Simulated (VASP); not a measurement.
GaSb, 2 atoms in the cell. Symmetry: F-43m, No. 216, cubic system. The conventional cell has a = 6.118 Å, b = 6.118 Å, c = 6.118 Å, α = 90.00°, β = 90.00°, γ = 90.00°. Sb (site symmetry -43m) has 4 Ga at 2.65 Å within 3.5 Å. Ga (site symmetry -43m) has 4 Sb at 2.65 Å within 3.5 Å. 

```yaml
Program: VASP 6.6.1
Task: single point
Functional: PBEsol
Potentials_or_basis: VASP PAW PBE potentials, release 64 (Sb, Ga_d)
Cutoff: 520 eV
k_mesh: 4 × 4 × 4
Occupations: fermi-dirac, width 0.05 eV
Spin: no spin polarisation
Dipole_correction: no
Further_INCAR_settings: ALGO = Normal; EDIFF = 1e-07; NBANDS = 16
```

Potentials or basis: VASP PAW PBE potentials, release 64 (Sb, Ga_d).

Launch:

```bash
$ cat potpaw_PBE.64/Sb/POTCAR potpaw_PBE.64/Ga_d/POTCAR > POTCAR
$ mpirun -np 1 vasp_std > vasp.out
```

Hardware: 1 thread of Intel Xeon 8259CL, with other jobs on the host.

Estimate the wall time of this run.

It took 12 s on 1 thread of Intel Xeon 8259CL (shared host), peak memory 0.18 GiB. Counts: scf iterations 13, k points 8.
